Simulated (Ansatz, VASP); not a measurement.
InSb3 in VASP and in Ansatz

```
CELL_PARAMETERS angstrom
4.77013 0.00000 0.00000
0.00000 4.77013 0.00000
0.00000 0.00000 4.77013
ATOMIC_POSITIONS crystal
In 0.00000 0.00000 0.00000
Sb 0.50000 0.00000 0.50000
Sb 0.00000 0.50000 0.50000
Sb 0.50000 0.50000 0.00000
```

Alike in both runs: task single point; functional PBEsol; k mesh 10 × 10 × 10; occupations gaussian, width 0.15 eV; no spin polarisation.

|  | VASP | Ansatz |
| --- | --- | --- |
| version | VASP 6.6.1 | Ansatz 0.2.0 |
| potentials or method | VASP PAW PBE potentials, release 64 (In_d, Sb), cutoff 520 eV | scalar-relativistic, plane waves, PAW |
| valence electrons in the cell | 28 | 58 |

```csv
,VASP,Ansatz,Ansatz less VASP
gap on the k mesh at the Fermi level (eV),none,none,-
pressure (GPa),-1.5,-1.5,0.00
```

VASP's potentials were made for PBE, not for PBEsol, and Ansatz warns of the same on its side. A gap of «none» marks a metal or a gap that the smearing closes. With one functional, cell and mesh, what is left measures potentials, basis and numerics. VASP's potentials hold 28 valence electrons a cell and Ansatz's 58, so a difference there can come from the potentials and not from the codes.

Spin-orbit coupling is off throughout.
